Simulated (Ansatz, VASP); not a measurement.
## One calculation of Cs, two programs

```
Cs
1.0
     5.26858    0.00000    0.00000
     0.00000    5.26858    0.00000
     0.00000    0.00000    5.26858
Cs
1
Direct
  0.00000 0.00000 0.00000
```

Alike in both runs: task single point; functional revPBE; k mesh 7 × 7 × 7; occupations fermi-dirac, width 0.1 eV; no spin polarisation.

|  | VASP | Ansatz |
| --- | --- | --- |
| version | VASP 6.6.1 | Ansatz 0.2.0 |
| potentials or method | VASP PAW PBE potentials, release 64 (Cs_sv), cutoff 520 eV | plane waves (420 eV) with PAW, scalar-relativistic |
| valence electrons in the cell | 9 | 9 |

|  | VASP | Ansatz | Ansatz less VASP |
| --- | --- | --- | --- |
| pressure (GPa) | 0.0 | 0.0 | +0.01 |

VASP's potentials were made for PBE, not for revPBE.

Neither program's run includes spin-orbit coupling.
